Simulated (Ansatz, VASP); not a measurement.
## Au: VASP beside Ansatz

File INCAR:

```
PREC = Accurate
ENCUT = 520
EDIFF = 1E-6
ISMEAR = -1
SIGMA = 0.08
LREAL = False
LASPH = True
NELM = 60
ALGO = Normal
ISIF = 2
LWAVE = False
LCHARG = False
GGA = PE
NBANDS = 12
```

File KPOINTS:

```
Automatic mesh
0
Gamma
  12 12 12
```

The input POSCAR:

```
Au
1.0
    2.7200788651      0.0000000000      0.0000000000
    0.0000000000      2.7200788651      0.0000000000
    0.0000000000      0.0000000000      2.7200788651
Au
1
Direct
    0.0000000000      0.0000000000      0.0000000000
```

Input for Ansatz:

```yaml
crystal:
  lattice:
    - [2.7200788651, 0.0, 0.0]
    - [0.0, 2.7200788651, 0.0]
    - [0.0, 0.0, 2.7200788651]
  atoms:
    - { symbol: Au, position: [0.0, 0.0, 0.0] }
kpoints:
  mp_grid: { grid: [12, 12, 12] }
scf:
  occupations: { method: fermi_dirac, width: 0.08 }
hamiltonian:
  xc: pbe
  pseudopotentials: { kind: all_electron, lapw: { basis_error: 0.00025 } }
output:
  forces: true
  stress: true
  eigenvalues: true
```

Change from the starting cell: volume scaled by 0.97.

Alike in both runs: task single point; functional PBE; k mesh 12 × 12 × 12; occupations fermi-dirac, width 0.08 eV; no spin polarisation.

|  | VASP | Ansatz |
| --- | --- | --- |
| version | VASP 6.6.1 | Ansatz 0.2.0 |
| potentials or method | VASP PAW PBE potentials, release 64 (Au), cutoff 520 eV | all-electron LAPW, scalar-relativistic |

|  | VASP | Ansatz | Ansatz less VASP |
| --- | --- | --- | --- |
| pressure (GPa) | 3.3 | 3.5 | +0.20 |

Ansatz ran all-electron here, and VASP with PAW potentials.

Neither program's run includes spin-orbit coupling.
